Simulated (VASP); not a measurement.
Input of a VASP 6.6.1 run:

Contents of POSCAR:

```
CdS
1.0
    4.0055011634      0.0000000000      0.0000000000
   -2.0027505817      3.4688657624      0.0000000000
    0.0000000000      0.0000000000      7.1917494959
Cd S
2 2
Direct
    0.3333333333      0.6666666667      0.0000000000
    0.6666666667      0.3333333333      0.5000000000
    0.3333333333      0.6666666667      0.3850000000
    0.6666666667      0.3333333333      0.8850000000
```

File INCAR.step1:

```
SYSTEM = CdS
  PREC = Accurate
  ENCUT = 520
  ISMEAR = 0
  SIGMA = 0.05
  LREAL = .False.
  LASPH = .True.
  NELM = 80
  NBANDS = 26
  GGA = PE
  ALGO = Normal
  EDIFF = 1E-4
  LWAVE = .True.
  LCHARG = .False.
```

The input INCAR.step2:

```
SYSTEM = CdS
  PREC = Accurate
  ENCUT = 520
  EDIFF = 1E-6
  ISMEAR = 0
  SIGMA = 0.05
  LREAL = .False.
  LASPH = .True.
  NELM = 80
  ALGO = Normal
  ISIF = 2
  LWAVE = .False.
  LCHARG = .True.
  METAGGA = R2SCAN
  LMIXTAU = .True.
  LELF = .True.
  LVHAR = .True.
  NBANDS = 26
  ISTART = 1
```

KPOINTS

```
Automatic mesh
0
Gamma
  12 12 6
  0 0 0
```

Potentials or basis: VASP PAW PBE potentials, release 64 (Cd, S).

The run is started by

```sh
$ cat potpaw_PBE.64/Cd/POTCAR potpaw_PBE.64/S/POTCAR > POTCAR
$ cp INCAR.step1 INCAR
$ mpirun -np 1 vasp_std > vasp.out
$ cp INCAR.step2 INCAR
$ mpirun -np 1 vasp_std > vasp.out
```

**Question.** Predict the largest force.

**Answer.** 0.734 eV/Å.

**Question.** What does it give for the band gap on the k mesh?

**Answer.** 1.51 eV.

**Question.** What does it give for the pressure?

**Answer.** 3.2 GPa.

Forces in eV/Å, atoms in the order of the input:
```
Cd   0.000  0.000  0.734
Cd   0.000  0.000  0.734
S    0.000  0.000 -0.734
S    0.000  0.000 -0.734
```

Caveat: the stress differs along the axes, from -4 to 7 GPa; the PAW data sets were made with another functional, which shifts forces and pressure a little. A k mesh can miss the band edges.
